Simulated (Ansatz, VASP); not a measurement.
## Two plane-wave programs on H4RuCl

```
H Ru Cl
1.0
     0.00000    2.85355    2.85355
     2.85355    0.00000    2.85355
     2.85355    2.85355    0.00000
H Ru Cl
4 1 1
Direct
  0.33866 0.33866 0.33866
  0.98403 0.33866 0.33866
  0.33866 0.33866 0.98403
  0.33866 0.98403 0.33866
  0.00000 0.00000 0.00000
  0.75000 0.75000 0.75000
```

Change from the starting cell: species swapped into the CaErAl4 type (F-43m, No. 216).

Alike in both runs: task relaxation of cell and atoms; functional PBE; k mesh 12 × 12 × 12; occupations gaussian, width 0.1 eV; no spin polarisation.

|  | VASP | Ansatz |
| --- | --- | --- |
| version | VASP 6.6.1 | Ansatz 0.2.0 |
| potentials or method | VASP PAW PBE potentials, release 64 (H, Ru_pv, Cl), cutoff 600 eV | scalar-relativistic, plane waves, PAW |
| valence electrons in the cell | 25 | 27 |

|  | VASP | Ansatz | Ansatz less VASP |
| --- | --- | --- | --- |
| gap on the k mesh at the Fermi level, each at its own relaxed structure (eV) | none | none | - |
| relaxed volume (Å³/atom) | 7.73 | 7.73 | -0.002 |
| relaxed cell length with the largest relative difference (Å) | 4.033 | 4.033 | -0.0003 |

A gap of «none» marks a metal or a gap that the smearing closes. VASP's potentials hold 25 valence electrons a cell and Ansatz's 27, so a difference there can come from the potentials and not from the codes.
